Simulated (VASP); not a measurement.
# SiC (P3m1) in VASP: a series of runs

Runs on SiC. Level: PBE. Tasks: single point.

All numbers are computed with VASP 6.6.1; they aren't measurements. Logs are shortened: lines on timing, memory, paths and dates and some standing lists are left out, and cuts for length are marked.

## Step 1: The cell of the first run

It takes space group P3m1 (No. 156, trigonal). The conventional cell has a = 3.094 Å, b = 3.094 Å, c = 9.829 Å, α = 90.00°, β = 90.00°, γ = 120.00°. Within 2.1 Å of Si (site symmetry 3m) lie 4 C at 1.60 to 1.90 Å. Si (site symmetry 3m) has 4 C at 1.90 Å within 2.5 Å. Within 2.5 Å of Si (site symmetry 3m) lie 4 C at 1.89 to 1.90 Å. Within 2.5 Å of Si (site symmetry 3m) lie 4 C at 1.89 to 1.90 Å. Within 2.1 Å of C (site symmetry 3m) lie 4 Si at 1.60 to 1.89 Å. C (site symmetry 3m) has 4 Si at 1.89 to 1.90 Å within 2.5 Å. Within 2.5 Å of C (site symmetry 3m) lie 4 Si at 1.90 Å. Within 2.5 Å of C (site symmetry 3m) lie 4 Si at 1.90 Å.

## Step 2: Single point, PBE

Input file INCAR:

```
  ALGO = Normal
  EDIFF = 1E-6
  ENCUT = 520
  GGA = PE
  ISIF = 2
  ISMEAR = 0
  LASPH = T
  LCHARG = F
  LREAL = F
  LWAVE = F
  NBANDS = 26
  NELM = 100
  PREC = Accurate
  SIGMA = 0.05
```

Input file KPOINTS:

```
k-points
0
Gamma
  10 10 3
```

Input file POSCAR:

```
SiC
1.0
   -3.0941201809      0.0000000000      0.0000000000
   -1.5470600905     -2.6795866790      0.0000000000
    0.0000000000      0.0000000000      9.8293391998
Si C
4 4
Direct
    0.6666666667      0.6666666667      0.0969144983
    0.3333333333      0.3333333333      0.6121749341
    1.0000000000      1.0000000000      0.8698622108
    1.0000000000      1.0000000000      0.3546017750
    0.6666666667      0.6666666667      0.9336595830
    0.3333333333      0.3333333333      0.4183991471
    0.0000000000      0.0000000000      0.6766892732
    0.0000000000      0.0000000000      0.1614288374
```

Potentials or basis: VASP PAW PBE potentials, release 64 (Si, C).

Run with:

```console
$ cat potpaw_PBE.64/Si/POTCAR potpaw_PBE.64/C/POTCAR > POTCAR
$ mpirun -np 1 vasp_std > vasp.out
```

OUTCAR:

```text
EDIFF = 1E-6
   ENCUT = 520
   GGA = PE
   ISIF = 2
   ISMEAR = 0
   LASPH = T
   LREAL = F
   NELM = 100
   PREC = Accurate

 ion  position               nearest neighbor table
   1  0.667  0.667  0.097-   5 1.60   8 1.90   8 1.90   8 1.90   3 2.86   3 2.86   3 2.86   4 3.10
                             4 3.10   4 3.10
   2  0.333  0.333  0.612-   7 1.90   7 1.90   7 1.90   6 1.90   4 3.10   4 3.10   4 3.10   3 3.10
                             3 3.10   3 3.10
   3  0.000  0.000  0.870-   5 1.89   5 1.89   5 1.89   7 1.90   1 2.86   1 2.86   1 2.86   2 3.10
                             2 3.10   2 3.10
   4  0.000  0.000  0.355-   6 1.89   6 1.89   6 1.89   8 1.90   2 3.10   2 3.10   2 3.10   1 3.10
                             1 3.10   1 3.10
   5  0.667  0.667  0.934-   1 1.60   3 1.89   3 1.89   3 1.89
   6  0.333  0.333  0.418-   4 1.89   4 1.89   4 1.89   2 1.90
   7  0.000  0.000  0.677-   2 1.90   2 1.90   2 1.90   3 1.90
   8  0.000  0.000  0.161-   1 1.90   1 1.90   1 1.90   4 1.90

  LATTYP: Found a hexagonal cell.
 ALAT       =     3.0941201809
 C/A-ratio  =     3.1767800296

  Lattice vectors:

 A1 = (   1.5470600905,   2.6795866790,   0.0000000000)
 A2 = (  -3.0941201809,   0.0000000000,   0.0000000000)
 A3 = (   0.0000000000,   0.0000000000,   9.8293391998)

Analysis of symmetry for initial positions (statically):
=====================================================================
 Subroutine PRICEL returns:
 Original cell was already a primitive cell.

 Routine SETGRP: Setting up the symmetry group for a
 hexagonal supercell.

 Subroutine GETGRP returns: Found  6 space group operations
 (whereof  6 operations were pure point group operations)
 out of a pool of 24 trial point group operations.

The static configuration has the point symmetry C_3v.

Analysis of symmetry for dynamics (positions and initial velocities):
=====================================================================
 Subroutine PRICEL returns:
 Original cell was already a primitive cell.

 Routine SETGRP: Setting up the symmetry group for a
 hexagonal supercell.

 Subroutine GETGRP returns: Found  6 space group operations
 (whereof  6 operations were pure point group operations)
 out of a pool of 24 trial point group operations.

The dynamic configuration has the point symmetry C_3v.

 Subroutine INISYM returns: Found  6 space group operations
 (whereof  6 operations are pure point group operations),
 and found     1 'primitive' translations

----------------------------------------------------------------------------------------

                                     Primitive cell

  volume of cell :      81.4947

  direct lattice vectors                    reciprocal lattice vectors
    -3.094120181  0.000000000  0.000000000    -0.323193652  0.186595942  0.000000000
    -1.547060091 -2.679586679  0.000000000     0.000000000 -0.373191884  0.000000000
     0.000000000  0.000000000  9.829339200     0.000000000  0.000000000  0.101736239

  length of vectors
     3.094120181  3.094120181  9.829339200     0.373191884  0.373191884  0.101736239

  position of ions in fractional coordinates (direct lattice)
     0.666666667  0.666666667  0.096914498
     0.333333333  0.333333333  0.612174934
     0.000000000  0.000000000  0.869862211
     0.000000000  0.000000000  0.354601775
     0.666666667  0.666666667  0.933659583
     0.333333333  0.333333333  0.418399147
     0.000000000  0.000000000  0.676689273
     0.000000000  0.000000000  0.161428837

  ion indices of the primitive-cell ions
   primitive index   ion index
                 1           1
                 2           2
                 3           3
                 4           4
                 5           5
                 6           6
                 7           7
                 8           8

----------------------------------------------------------------------------------------

 KPOINTS: k-points

Automatic generation of k-mesh.
 Grid dimensions read from file:
 generate k-points for:   10   10    3

 Generating k-lattice:

  Cartesian coordinates                     Fractional coordinates (reciprocal lattice)
    -0.032319365  0.018659594  0.000000000     0.100000000  0.000000000  0.000000000
     0.000000000 -0.037319188  0.000000000     0.000000000  0.100000000  0.000000000
     0.000000000  0.000000000  0.033912080     0.000000000  0.000000000  0.333333333

  Length of vectors
     0.037319188  0.037319188  0.033912080

  Shift w.r.t. Gamma in fractional coordinates (k-lattice)
     0.000000000  0.000000000  0.000000000

 Subroutine IBZKPT returns following result:
 ===========================================

 Found     36 irreducible k-points:

 Following reciprocal coordinates:
            Coordinates               Weight
  0.000000  0.000000  0.000000      1.000000
  0.100000  0.000000  0.000000      6.000000
  0.200000  0.000000  0.000000      6.000000
  0.300000 -0.000000  0.000000      6.000000
  0.400000  0.000000  0.000000      6.000000
  0.500000  0.000000  0.000000      3.000000
[... 16 lines left out ...]
  0.400000  0.400000  0.333333      6.000000
  0.500000  0.000000  0.333333      6.000000
 [... further k-points ...]
   k-points           NKPTS =     36   k-points in BZ     NKDIM =     36   number of bands    NBANDS=     26
   number of dos      NEDOS =    301   number of ions     NIONS =      8
   total plane-waves  NPLWV =  46080
   dimension x,y,z NGX =    24 NGY =   24 NGZ =   80
   dimension x,y,z NGXF=    48 NGYF=   48 NGZF=  160
   ions per type =               4   4
   NGX,Y,Z   is equivalent  to a cutoff of  12.90, 12.90, 13.53 a.u.
   NGXF,Y,Z  is equivalent  to a cutoff of  25.79, 25.79, 27.06 a.u.
 SYSTEM =  unknown system
   PREC   = accura    normal or accurate (medium, high low for compatibility)
   ISTART =      0    job   : 0-new  1-cont  2-samecut
   ICHARG =      2    charge: 1-file 2-atom 10-const
   ISPIN  =      1    spin polarized calculation?
   LNONCOLLINEAR =      F non collinear calculations
   LSORBIT =      F    spin-orbit coupling
   LASPH  =      T    aspherical Exc in radial PAW
   ENCUT  =  520.0 eV  38.22 Ry    6.18 a.u.   5.75  5.75 18.28*2*pi/ulx,y,z
   NELM   =    100;   NELMIN=  2; NELMDL= -5     # of ELM steps
   EDIFF  = 0.1E-05   stopping-criterion for ELM
   LREAL  =      F    real-space projection
   EDIFFG = 0.1E-04   stopping-criterion for IOM
   NSW    =      0    number of steps for IOM
   IBRION =     -1    ionic relax: 0-MD 1-quasi-New 2-CG
   NFREE  =      0    steps in history (QN), initial steepest desc. (CG)
   ISIF   =      2    stress and relaxation
   ISYM   =      2    0-nonsym 1-usesym 2-fastsym
   POTIM  = 0.5000    time-step for ionic-motion
   TEBEG  =    0.0;   TEEND  =   0.0 temperature during run
   PSTRESS=    0.0 pullay stress
   NELECT =      32.0000    total number of electrons
   NUPDOWN=      -1.0000    fix difference up-down
   EMIN   =  10.00;   EMAX   =-10.00  energy-range for DOS
   EFERMI =   0.00;   METHOD = LEGACY
   ISMEAR =     0;   SIGMA  =   0.05  broadening in eV -4-tet -1-fermi 0-gaus
   EFERMI_NEDOS =   21; number of points for ismear=-14 and -15
   IALGO  =     38    algorithm
   IMIX   =      4    mixing-type and parameters
     AMIX     =   0.40;   BMIX     =  1.00
     AMIX_MAG =   1.60;   BMIX_MAG =  1.00
  volume/ion in A,a.u.               =      10.19        68.74
  Fermi-wavevector in a.u.,A,eV,Ry     =   1.198805  2.265412 19.553373  1.437132
  Thomas-Fermi vector in A             =   2.334684
   LORBIT       =      0    0 simple, 1 ext, 2 COOP (PROOUT), +10 PAW based schemes
   GGA     = PE    functional components
   LHFCALC =     F    Hartree Fock is set to
   AEXX    =    0.0000 exact exchange contribution
   IVDW    =     0    specifies the selected vdW correction
   LEPSILON=     F    determine dielectric tensor
   LRPA    =     F    only Hartree local field effects (RPA)
 non-spin polarized calculation
 Gauss-broadening in eV      SIGMA  =   0.05
  energy-cutoff  :      520.00
  volume of cell :       81.49
 maximum number of plane-waves:      2224
   NGX = 11   NGY = 11   NGZ = 37

 number of electron      32.0000001 magnetization

 Free energy of the ion-electron system (eV)
  ---------------------------------------------------
  ext. energy  EPLUGINS =         0.00000000
  ---------------------------------------------------
  free energy    TOTEN  =       -59.11159620 eV

  energy without entropy =      -59.11159620  energy(sigma->0) =      -59.11159620

 E-fermi :   8.7773     XC(G=0): -11.4103

 val. band max:        8.4886360115   @ k =   0.0000   0.0000   0.0000
 cond. band min:      10.4656904848   @ k =   0.5000   0.0000   0.0000
 fundamental gap:      1.9770544734
 Fermi energy:         8.7772602247

 k-point     1 :       0.0000    0.0000    0.0000
  band No.  band energies     occupation
      1      -7.5828      2.00000
      2      -6.1866      2.00000
      3      -5.6659      2.00000
      4      -3.2994      2.00000
      5      -0.3626      2.00000
      6       3.8992      2.00000
[... 18 lines left out ...]
     25      16.1864      0.00000
     26      16.4502      0.00000

 k-point     2 :       0.1000    0.0000    0.0000
  band No.  band energies     occupation
      1      -7.4141      2.00000
      2      -6.0211      2.00000
      3      -5.4994      2.00000
      4      -3.1593      2.00000
      5      -0.2090      2.00000
      6       3.9040      2.00000
[... 18 lines left out ...]
     25      15.9756      0.00000
[... 608 lines left out ...]
     25      16.8275      0.00000
     26      17.2605      0.00000

 k-point    24 :       0.5000    0.0000    0.3333
  band No.  band energies     occupation
      1      -4.4259      2.00000
      2      -3.3928      2.00000
      3      -2.7635      2.00000
      4      -2.2912      2.00000
      5      -0.2894      2.00000
      6       0.3826      2.00000
[... 18 lines left out ...]
     25      16.5873      0.00000
     26      17.2112      0.00000

 [... further k-points ...]

------------------------ aborting loop because EDIFF is reached ----------------------------------------

  FORCE on cell =-STRESS in cart. coord.  units (eV):
  Direction    XX          YY          ZZ          XY          YZ          ZX
  --------------------------------------------------------------------------------------
  -------------------------------------------------------------------------------------
  Total        0.2088720      0.2088720     16.0292296      0.0000000      0.0000000      0.0000000
  in kB        4.1064024      4.1064024    315.1330269      0.0000000      0.0000000      0.0000000
  external PRESSURE =     107.7819439 kB  Pullay stress =       0.0000000 kB

 VOLUME and BASIS-vectors are now :
 -----------------------------------------------------------------------------
  energy-cutoff  :      520.00
  volume of cell :       81.49
      direct lattice vectors                 reciprocal lattice vectors
    -3.094120181  0.000000000  0.000000000    -0.323193652  0.186595942  0.000000000
    -1.547060091 -2.679586679  0.000000000     0.000000000 -0.373191884  0.000000000
     0.000000000  0.000000000  9.829339200     0.000000000  0.000000000  0.101736239

 POSITION                                       TOTAL-FORCE (eV/Angst)
 -----------------------------------------------------------------------------------
     -3.09412     -1.78639      0.95261        -0.000000     -0.000000      8.829649
     -1.54706     -0.89320      6.01728        -0.000000      0.000000     -0.265081
      0.00000      0.00000      8.55017         0.000000     -0.000000     -1.196965
      0.00000      0.00000      3.48550         0.000000     -0.000000     -0.258052
     -3.09412     -1.78639      9.17726         0.000000     -0.000000     -8.502863
     -1.54706     -0.89320      4.11259        -0.000000     -0.000000      0.257956
      0.00000      0.00000      6.65141         0.000000     -0.000000      0.296957
      0.00000      0.00000      1.58674        -0.000000      0.000000      0.838399
 -----------------------------------------------------------------------------------
    total drift:                                0.000000      0.000000     -0.000240

  FREE ENERGIE OF THE ION-ELECTRON SYSTEM (eV)
  ---------------------------------------------------
  free  energy   TOTEN  =       -59.1115962050 eV

  energy  without entropy=      -59.1115962050  energy(sigma->0) =      -59.11159620
```

Wall time 28 s (1 thread of Intel Xeon 6975P-C (Granite Rapids), shared host); peak memory 0.22 GiB.

Results:

```yaml
Free_energy: -59.1116 eV
Pressure: 10.8 GPa
Largest_force: 8.830 eV/Å
Band_gap_on_the_k_mesh: 1.98 eV, indirect (least direct gap 3.04 eV)
```

Forces in eV/Å, atoms in the order of the input:
```
Si   0.000  0.000  8.830
Si   0.000  0.000 -0.265
Si   0.000  0.000 -1.197
Si   0.000  0.000 -0.258
C    0.000  0.000 -8.503
C    0.000  0.000  0.258
C    0.000  0.000  0.297
C    0.000  0.000  0.838
```

Levels at points of the mesh, in eV from the valence-band top:
| k point | band 12 | band 13 | band 14 | band 15 | band 16 | band 17 | band 18 | band 19 | band 20 | band 21 |
| --- | --- | --- | --- | --- | --- | --- | --- | --- | --- | --- |
| (0.00, 0.00, 0.00) | -0.57 | -0.57 | -0.26 | 0.00 | 0.00 | 4.41 | 5.21 | 6.16 | 6.24 | 6.24 |
| (0.50, 0.00, 0.00) | -2.76 | -2.31 | -2.07 | -1.77 | -1.06 | 1.98 | 2.19 | 3.85 | 4.91 | 5.27 |

Caveat: forces of over 1 eV/Å act on the atoms, so gaps and moduli don't describe the material at rest. A k mesh can miss the band edges.

(Continued in part 2 of 2.)
